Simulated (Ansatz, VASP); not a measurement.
# Be3I2 in VASP and in Ansatz

```xyz
5
Lattice="1.9027 1.0985 9.2605 -1.9027 1.0985 9.2605 0.0000 -2.1971 9.2605" Properties=species:S:1:pos:R:3 pbc="T T T"
Be    0.0000    0.0000    0.0000
Be    0.0000    0.0000    4.6317
Be    0.0000    0.0000   23.1497
I     0.0000    0.0000   10.7937
I     0.0000    0.0000   16.9876
```

Alike in both runs: functional PBE; k mesh 12 × 12 × 12; occupations gaussian, width 0.1 eV; no spin polarisation.

Ansatz relaxed the structure, and its values are those at the end. VASP's run is a single point on that final structure, the one shown.

```csv
,VASP,Ansatz
version,VASP 6.6.1,Ansatz 0.2.0
potentials or method,"VASP PAW PBE potentials, release 64 (Be, I), cutoff 520 eV","scalar-relativistic, plane waves, PAW"
valence electrons in the cell,20,40
```

|  | VASP | Ansatz | Ansatz less VASP |
| --- | --- | --- | --- |
| gap on the k mesh at the Fermi level (eV) | none | none | - |
| pressure (GPa) | 0.0 | 0.0 | -0.02 |

A gap of «none» marks a metal or a gap that the smearing closes. VASP's potentials hold 20 valence electrons a cell and Ansatz's 40, so a difference there can come from the potentials and not from the codes.

Neither program's run includes spin-orbit coupling.
